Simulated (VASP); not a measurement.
Input of a VASP 6.6.1 run:

Contents of INCAR:

```
SYSTEM = Ca
  PREC = Accurate
  ENCUT = 520
  EDIFF = 1E-7
  ISMEAR = 0
  SIGMA = 0.15
  LREAL = .False.
  LASPH = .True.
  NELM = 60
  ALGO = Normal
  ISIF = 2
  LWAVE = .False.
  LCHARG = .False.
  GGA = PE
  NBANDS = 11
```

KPOINTS

```
regular mesh
0
Gamma
  14 14 14
  0 0 0
```

POSCAR

```
Ca
1.0
    0.0000000000      2.7103740000      2.7942000000
    2.7103740000      0.0000000000      2.7942000000
    2.7103740000      2.7103740000      0.0000000000
Ca
1
Direct
    0.0000000000      0.0000000000      0.0000000000
```

Potentials or basis: VASP PAW PBE potentials, release 64 (Ca_sv).

Run with:

```sh
$ cat potpaw_PBE.64/Ca_sv/POTCAR > POTCAR
$ mpirun -np 1 vasp_std > vasp.out
```

Problem. Estimate the band gap on the k mesh.

Solution. Zero (band 5 reaches 2.23 eV, above the bottom of band 6 at 1.93 eV).

Problem. Predict the pressure.

Solution. 0.5 GPa.

Stress tensor (GPa, compression positive):
```
0.60 0.00 0.00
0.00 0.60 0.00
0.00 0.00 0.32
```

Caveat: the cell differs from its parent crystal (strain -0.030 along x and y, +0.000 along z).
